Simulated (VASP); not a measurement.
# RbVF3 (Pm-3m) in VASP: notebook

The runs below take RbVF3 through single point, with LDA+U.

All numbers are computed with VASP 6.6.1; they aren't measurements. Logs are shortened: lines on timing, memory, paths and dates and some standing lists are left out, and cuts for length are marked.

### Step 1. The cell of the first run

It takes space group Pm-3m (No. 221, cubic). Conventional cell: a = 4.182 Å, b = 4.182 Å, c = 4.182 Å, α = 90.00°, β = 90.00°, γ = 90.00°. Within 3.9 Å of Rb (site symmetry m-3m) lie 12 F at 2.96 Å and 8 V at 3.62 Å. Within 2.8 Å of V (site symmetry m-3m) lie 6 F at 2.09 Å. F (site symmetry 4/mmm) has 2 V at 2.09 Å within 2.8 Å.

### Step 2. Single point, LDA+U, collinear spin, ferromagnetic start

The input, INCAR:

```
ALGO = Normal ; EDIFF = 1E-6
ENCUT = 520 ; GGA = CA
ISIF = 2 ; ISMEAR = 0
ISPIN = 2 ; LASPH = True
LCHARG = False ; LDAU = True
LDAUJ = 0 0 0 ; LDAUL = -1 2 -1
LDAUPRINT = 1 ; LDAUTYPE = 2
LDAUU = 0 4 0 ; LMAXMIX = 4
LORBIT = 11 ; LREAL = False
LWAVE = False ; MAGMOM = 0 2.51 0.05 0.02 0.05
NBANDS = 34 ; NELM = 150
PREC = Accurate ; SIGMA = 0.05
```

The input, KPOINTS:

```
k-points
0
Gamma
  5 5 5
```

The input, POSCAR:

```
RbVF3
1.0
    4.1819996800      0.0000000000      0.0000000000
    0.0000000000      4.1819996800      0.0000000000
    0.0000000000      0.0000000000      4.1819996800
Rb V F
1 1 3
Direct
    0.0000000000      0.0000000000      0.0000000000
    0.5000000000      0.5000000000      0.5000000000
    0.5000000000      0.5000000000      0.0000000000
    0.0000000000      0.5000000000      0.5000000000
    0.5000000000      0.0000000000      0.5000000000
```

Potentials or basis: VASP PAW LDA potentials, release 64 (Rb_sv, V_sv, F).

On the command line:

```console
$ cat potpaw_LDA.64/Rb_sv/POTCAR potpaw_LDA.64/V_sv/POTCAR potpaw_LDA.64/F/POTCAR > POTCAR
$ mpirun -np 1 vasp_std > vasp.out
```

OUTCAR:

```text
EDIFF = 1E-6
   ENCUT = 520
   GGA = CA
   ISIF = 2
   ISMEAR = 0
   ISPIN = 2
   LASPH = True
   LORBIT = 11
   LREAL = False
   NELM = 150
   PREC = Accurate

 ion  position               nearest neighbor table
   1  0.000  0.000  0.000-   3 2.96   4 2.96   5 2.96   4 2.96   5 2.96   3 2.96   4 2.96   4 2.96
                             3 2.96   5 2.96   5 2.96   3 2.96   2 3.62   2 3.62   2 3.62   2 3.62
   2  0.500  0.500  0.500-   3 2.09   4 2.09   5 2.09   3 2.09   5 2.09   4 2.09   1 3.62   1 3.62
                             1 3.62   1 3.62   1 3.62   1 3.62   1 3.62   1 3.62
   3  0.500  0.500  0.000-   2 2.09   2 2.09   1 2.96   1 2.96   1 2.96   1 2.96
   4  0.000  0.500  0.500-   2 2.09   2 2.09   1 2.96   1 2.96   1 2.96   1 2.96
   5  0.500  0.000  0.500-   2 2.09   2 2.09   1 2.96   1 2.96   1 2.96   1 2.96

  LATTYP: Found a simple cubic cell.
 ALAT       =     4.1819996800

  Lattice vectors:

 A1 = (   4.1819996800,   0.0000000000,   0.0000000000)
 A2 = (   0.0000000000,   4.1819996800,   0.0000000000)
 A3 = (   0.0000000000,   0.0000000000,   4.1819996800)

Analysis of symmetry for initial positions (statically):
=====================================================================
 Subroutine PRICEL returns:
 Original cell was already a primitive cell.

 Routine SETGRP: Setting up the symmetry group for a
 simple cubic supercell.

 Subroutine GETGRP returns: Found 48 space group operations
 (whereof 48 operations were pure point group operations)
 out of a pool of 48 trial point group operations.

The static configuration has the point symmetry O_h .

Analysis of symmetry for dynamics (positions and initial velocities):
=====================================================================
 Subroutine PRICEL returns:
 Original cell was already a primitive cell.

 Routine SETGRP: Setting up the symmetry group for a
 simple cubic supercell.

 Subroutine GETGRP returns: Found 48 space group operations
 (whereof 48 operations were pure point group operations)
 out of a pool of 48 trial point group operations.

The dynamic configuration has the point symmetry O_h .

Analysis of structural, dynamic, and magnetic symmetry:
=====================================================================
 Subroutine PRICEL returns:
 Original cell was already a primitive cell.

 Routine SETGRP: Setting up the symmetry group for a
 simple cubic supercell.

 Subroutine GETGRP returns: Found 16 space group operations
 (whereof 16 operations were pure point group operations)
 out of a pool of 48 trial point group operations.

The overall configuration has the point symmetry D_4h.

 Subroutine INISYM returns: Found 16 space group operations
 (whereof 16 operations are pure point group operations),
 and found     1 'primitive' translations

----------------------------------------------------------------------------------------

                                     Primitive cell

  volume of cell :      73.1395

  direct lattice vectors                    reciprocal lattice vectors
     4.181999680  0.000000000  0.000000000     0.239120057  0.000000000  0.000000000
     0.000000000  4.181999680  0.000000000     0.000000000  0.239120057  0.000000000
     0.000000000  0.000000000  4.181999680     0.000000000  0.000000000  0.239120057

  length of vectors
     4.181999680  4.181999680  4.181999680     0.239120057  0.239120057  0.239120057

  position of ions in fractional coordinates (direct lattice)
     0.000000000  0.000000000  0.000000000
     0.500000000  0.500000000  0.500000000
     0.500000000  0.500000000  0.000000000
     0.000000000  0.500000000  0.500000000
     0.500000000  0.000000000  0.500000000

  ion indices of the primitive-cell ions
   primitive index   ion index
                 1           1
                 2           2
                 3           3
                 4           4
                 5           5

----------------------------------------------------------------------------------------

 KPOINTS: k-points

Automatic generation of k-mesh.
 Grid dimensions read from file:
 generate k-points for:    5    5    5

 Generating k-lattice:

  Cartesian coordinates                     Fractional coordinates (reciprocal lattice)
     0.047824011  0.000000000  0.000000000     0.200000000  0.000000000  0.000000000
     0.000000000  0.047824011  0.000000000     0.000000000  0.200000000  0.000000000
[... 45 lines left out ...]
   ISPIN  =      2    spin polarized calculation?
   LNONCOLLINEAR =      F non collinear calculations
   LSORBIT =      F    spin-orbit coupling
   LASPH  =      T    aspherical Exc in radial PAW
   ENCUT  =  520.0 eV  38.22 Ry    6.18 a.u.   7.78  7.78  7.78*2*pi/ulx,y,z
   NELM   =    150;   NELMIN=  2; NELMDL= -5     # of ELM steps
   EDIFF  = 0.1E-05   stopping-criterion for ELM
   LREAL  =      F    real-space projection
   EDIFFG = 0.1E-04   stopping-criterion for IOM
   NSW    =      0    number of steps for IOM
   IBRION =     -1    ionic relax: 0-MD 1-quasi-New 2-CG
   NFREE  =      0    steps in history (QN), initial steepest desc. (CG)
   ISIF   =      2    stress and relaxation
   ISYM   =      2    0-nonsym 1-usesym 2-fastsym
   POTIM  = 0.5000    time-step for ionic-motion
   TEBEG  =    0.0;   TEEND  =   0.0 temperature during run
   PSTRESS=    0.0 pullay stress
   NELECT =      43.0000    total number of electrons
   NUPDOWN=      -1.0000    fix difference up-down
   EMIN   =  10.00;   EMAX   =-10.00  energy-range for DOS
   EFERMI =   0.00;   METHOD = LEGACY
   ISMEAR =     0;   SIGMA  =   0.05  broadening in eV -4-tet -1-fermi 0-gaus
   EFERMI_NEDOS =   21; number of points for ismear=-14 and -15
   IALGO  =     38    algorithm
   IMIX   =      4    mixing-type and parameters
     AMIX     =   0.40;   BMIX     =  1.00
     AMIX_MAG =   1.60;   BMIX_MAG =  1.00
  volume/ion in A,a.u.               =      14.63        98.71
  Fermi-wavevector in a.u.,A,eV,Ry     =   1.371451  2.591667 25.590900  1.880878
  Thomas-Fermi vector in A             =   2.497147
   LORBIT       =     11    0 simple, 1 ext, 2 COOP (PROOUT), +10 PAW based schemes
 LDA+U is selected, type is set to LDAUTYPE =  2
   angular momentum for each species LDAUL =    -1    2   -1
   U (eV)           for each species LDAUU =   0.0  4.0  0.0
   J (eV)           for each species LDAUJ =   0.0  0.0  0.0
   GGA     = CA    functional components
   LHFCALC =     F    Hartree Fock is set to
   AEXX    =    0.0000 exact exchange contribution
   IVDW    =     0    specifies the selected vdW correction
   LEPSILON=     F    determine dielectric tensor
   LRPA    =     F    only Hartree local field effects (RPA)
 spin polarized calculation
 Gauss-broadening in eV      SIGMA  =   0.05
  energy-cutoff  :      520.00
  volume of cell :       73.14
 maximum number of plane-waves:      1975
 NGX is ok and might be reduce to    32
   NGX = 15   NGY = 15   NGZ = 15

atom =   2  type =  2  l = 2

 onsite density matrix

spin component  1

  0.9122 -0.0000 -0.0000  0.0000  0.0000
 -0.0000  0.9122  0.0000  0.0000 -0.0000
 -0.0000  0.0000  0.0903 -0.0000  0.0000
  0.0000  0.0000 -0.0000  0.9122  0.0000
  0.0000 -0.0000  0.0000  0.0000  0.0903

spin component  2

  0.0187 -0.0000 -0.0000 -0.0000  0.0000
 -0.0000  0.0187 -0.0000 -0.0000  0.0000
 -0.0000 -0.0000  0.0756  0.0000 -0.0000
 -0.0000 -0.0000  0.0000  0.0187 -0.0000
  0.0000  0.0000 -0.0000 -0.0000  0.0756

 occupancies and eigenvectors

  o =  0.0187  v =  0.0000  0.0000  0.0000  0.0000  0.0000  1.0000  0.0000  0.0000  0.0000  0.0000      0.0000  0.0000  0.0000  0.0000  0.0000  0.0000  0.0000  0.0000  0.0000  0.0000
  o =  0.0187  v =  0.0000  0.0000  0.0000  0.0000  0.0000  0.0000 -0.0000  0.0000 -1.0000 -0.0000      0.0000  0.0000  0.0000  0.0000  0.0000  0.0000  0.0000  0.0000  0.0000  0.0000
  o =  0.0187  v =  0.0000  0.0000  0.0000  0.0000  0.0000  0.0000 -1.0000  0.0000  0.0000  0.0000      0.0000  0.0000  0.0000  0.0000  0.0000  0.0000  0.0000  0.0000  0.0000  0.0000
  o =  0.0756  v =  0.0000  0.0000  0.0000  0.0000  0.0000  0.0000 -0.0000 -0.8660 -0.0000 -0.5000      0.0000  0.0000  0.0000  0.0000  0.0000  0.0000  0.0000  0.0000  0.0000  0.0000
  o =  0.0756  v =  0.0000  0.0000  0.0000  0.0000  0.0000  0.0000 -0.0000  0.5000  0.0000 -0.8660      0.0000  0.0000  0.0000  0.0000  0.0000  0.0000  0.0000  0.0000  0.0000  0.0000
  o =  0.0903  v =  0.0000  0.0000 -0.5000 -0.0000  0.8660  0.0000  0.0000  0.0000  0.0000  0.0000      0.0000  0.0000  0.0000  0.0000  0.0000  0.0000  0.0000  0.0000  0.0000  0.0000
  o =  0.0903  v =  0.0000  0.0000  0.8660 -0.0000  0.5000  0.0000  0.0000  0.0000  0.0000  0.0000      0.0000  0.0000  0.0000  0.0000  0.0000  0.0000  0.0000  0.0000  0.0000  0.0000
  o =  0.9122  v =  0.0000  1.0000  0.0000  0.0000 -0.0000  0.0000  0.0000  0.0000  0.0000  0.0000      0.0000  0.0000  0.0000  0.0000  0.0000  0.0000  0.0000  0.0000  0.0000  0.0000
  o =  0.9122  v =  0.0000 -0.0000 -0.0000  1.0000 -0.0000  0.0000  0.0000  0.0000  0.0000  0.0000      0.0000  0.0000  0.0000  0.0000  0.0000  0.0000  0.0000  0.0000  0.0000  0.0000
  o =  0.9122  v =  1.0000  0.0000  0.0000  0.0000  0.0000  0.0000  0.0000  0.0000  0.0000  0.0000      0.0000  0.0000  0.0000  0.0000  0.0000  0.0000  0.0000  0.0000  0.0000  0.0000

 number of electron      42.9999987 magnetization       3.0000549

 Free energy of the ion-electron system (eV)
  ---------------------------------------------------
  ext. energy  EPLUGINS =         0.00000000
  ---------------------------------------------------
  free energy    TOTEN  =       -29.48579804 eV

  energy without entropy =      -29.48579804  energy(sigma->0) =      -29.48579804

 E-fermi :   3.4269     XC(G=0): -10.4905

 val. band max:        2.9847280014   @ k =   0.4000   0.4000   0.4000
 cond. band min:       5.2646427630   @ k =   0.0000   0.0000   0.0000
 fundamental gap:      2.2799147616
 Fermi energy:         3.4269220372

 spin component 1

 k-point     1 :       0.0000    0.0000    0.0000
  band No.  band energies     occupation
      1     -60.2540      1.00000
      2     -34.5831      1.00000
      3     -34.5831      1.00000
      4     -34.5831      1.00000
      5     -23.4620      1.00000
      6     -20.8184      1.00000
[... 637 lines left out ...]
     32      12.8315      0.00000
     33      13.7549      0.00000
 Fermi energy:         3.4269220372

 spin component 2

 k-point     1 :       0.0000    0.0000    0.0000
  band No.  band energies     occupation
      1     -57.7499      1.00000
      2     -32.1470      1.00000
      3     -32.1470      1.00000
      4     -32.1470      1.00000
      5     -23.4573      1.00000
      6     -20.7530      1.00000
[... 637 lines left out ...]
     32      13.4887      0.00000
     33      13.9733      0.00000
 [bands above 33 left out]

------------------------ aborting loop because EDIFF is reached ----------------------------------------

  FORCE on cell =-STRESS in cart. coord.  units (eV):
  Direction    XX          YY          ZZ          XY          YZ          ZX
  --------------------------------------------------------------------------------------
  -------------------------------------------------------------------------------------
  Total       -1.4841110     -1.4841033     -1.4841033      0.0000000      0.0000000      0.0000000
  in kB      -32.5105989    -32.5104310    -32.5104310      0.0000000      0.0000000      0.0000000
  external PRESSURE =     -32.5104869 kB  Pullay stress =       0.0000000 kB

 VOLUME and BASIS-vectors are now :
 -----------------------------------------------------------------------------
  energy-cutoff  :      520.00
  volume of cell :       73.14
      direct lattice vectors                 reciprocal lattice vectors
     4.181999680  0.000000000  0.000000000     0.239120057  0.000000000  0.000000000
     0.000000000  4.181999680  0.000000000     0.000000000  0.239120057  0.000000000
     0.000000000  0.000000000  4.181999680     0.000000000  0.000000000  0.239120057

 POSITION                                       TOTAL-FORCE (eV/Angst)
 -----------------------------------------------------------------------------------
      0.00000      0.00000      0.00000         0.000000      0.000000      0.000000
      2.09100      2.09100      2.09100         0.000000      0.000000      0.000000
      2.09100      2.09100      0.00000         0.000000      0.000000      0.000000
      0.00000      2.09100      2.09100         0.000000      0.000000      0.000000
      2.09100      0.00000      2.09100         0.000000      0.000000      0.000000
 -----------------------------------------------------------------------------------
    total drift:                                0.000000     -0.000000     -0.000000

  FREE ENERGIE OF THE ION-ELECTRON SYSTEM (eV)
  ---------------------------------------------------
  free  energy   TOTEN  =       -29.4857980356 eV

  energy  without entropy=      -29.4857980356  energy(sigma->0) =      -29.48579804

 total charge

# of ion       s       p       d       tot
------------------------------------------
    1        1.937   5.342   0.026   7.305
    2        2.136   6.114   3.101  11.351
    3        1.720   4.360   0.000   6.080
    4        1.720   4.360   0.000   6.080
    5        1.720   4.360   0.000   6.080
--------------------------------------------------
tot          9.234  24.536   3.128  36.897

 magnetization (x)

# of ion       s       p       d       tot
------------------------------------------
    1       -0.000  -0.000   0.001   0.001
    2        0.009   0.009   2.699   2.718
    3       -0.001   0.016   0.000   0.015
    4       -0.001   0.016   0.000   0.015
    5       -0.001   0.016   0.000   0.015
--------------------------------------------------
tot          0.005   0.057   2.701   2.763
```

It took 87 s on 1 thread of Oxide Virtual Turin-like, shared host; peak memory 0.17 GiB.

What came out:

```yaml
Free_energy: -29.4858 eV
Pressure: -3.3 GPa
Band_gap_on_the_k_mesh: 2.28 eV, indirect (least direct gap 3.38 eV)
Net_moment: 3.00 μB per cell
Site_moments: Rb +0.00; V +2.72; F +0.01 μB
Valence_electrons_inside_the_program's_atomic_spheres: Rb 7.30; V 11.35; F 6.08
```

Eigenvalues of the final occupation matrices:
| site | spin | trace | eigenvalues |
| --- | --- | --- | --- |
| site 2 d | 1 | 2.92 | 0.09 0.09 0.91 0.91 0.91 |
| site 2 d | 2 | 0.21 | 0.02 0.02 0.02 0.08 0.08 |

(Part 1 of 2 ends here.)
